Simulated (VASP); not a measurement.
ZnBi3, 4 atoms in the cell. It takes space group Pm-3m (No. 221, cubic). Conventional cell: a = 4.873 Å, b = 4.873 Å, c = 4.873 Å, α = 90.00°, β = 90.00°, γ = 90.00°. Within 4.5 Å of Bi (site symmetry 4/mmm) lie 8 Bi at 3.45 Å and 4 Zn at 3.45 Å. Zn (site symmetry m-3m) has 12 Bi at 3.45 Å within 4.5 Å. 

```yaml
Program: VASP 6.6.1
Task: relaxation of cell and atoms
Functional: PBE
Potentials_or_basis: VASP PAW PBE potentials, release 64 (Bi_d, Zn)
Cutoff: 600 eV
k_mesh: 6 × 6 × 6
Occupations: fermi-dirac, width 0.05 eV
Spin: no spin polarisation
Target_pressure: 5 GPa
Dipole_correction: no
Further_INCAR_settings: ALGO = Normal; EDIFF = 1e-06; IBRION = 2; EDIFFG = -0.01; NSW = 60; ISIF = 3
```

Potentials or basis: VASP PAW PBE potentials, release 64 (Bi_d, Zn).

Run with:

```bash
$ cat potpaw_PBE.64/Bi_d/POTCAR potpaw_PBE.64/Zn/POTCAR > POTCAR
$ mpirun -np 1 vasp_std > vasp.out
```

Hardware: 1 thread of AMD EPYC 9R45 96-Core Processor (Zen 5) (shared host).

Task: Estimate the wall time of this run.

Result: It took 120 s on 1 thread of AMD EPYC 9R45 96-Core Processor (Zen 5), on a shared host, peak memory 0.27 GiB. Counts: scf iterations 33, k points 20, ion steps 3.
